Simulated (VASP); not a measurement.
GaN, 4 atoms in the cell. It takes space group C222_1 (No. 20, orthorhombic). The conventional cell has a = 4.498 Å, b = 4.678 Å, c = 4.678 Å, α = 90.00°, β = 90.00°, γ = 90.00°. Within 2.6 Å of Ga (site symmetry 2) lie 4 N at 1.98 to 2.02 Å. Within 2.6 Å of N (site symmetry 2) lie 4 Ga at 1.98 to 2.02 Å. 

* Program: VASP 6.6.1
* Task: single point
* Functional: PBEsol
* Potentials or basis: VASP PAW PBE potentials, release 64 (Ga_d, N)
* Cutoff: 520 eV
* k mesh: 8 × 8 × 6
* Occupations: gaussian, width 0.05 eV
* Spin: no spin polarisation
* Dipole correction: no
* Further INCAR settings: ALGO = Normal; EDIFF = 1e-06; NBANDS = 26

Potentials or basis: VASP PAW PBE potentials, release 64 (Ga_d, N).

Run with:

```bash
$ cat potpaw_PBE.64/Ga_d/POTCAR potpaw_PBE.64/N/POTCAR > POTCAR
$ mpirun -np 1 vasp_std > vasp.out
```

Hardware: 1 thread of Intel(R) Xeon(R) Platinum 8488C (Sapphire Rapids), on a shared host.

**Question.** How long does it take, and how much memory?

**Answer.** Wall time 73 s on 1 thread of Intel(R) Xeon(R) Platinum 8488C (Sapphire Rapids), with other jobs on the host, peak memory 0.21 GiB. Counts: scf iterations 15, k points 84.
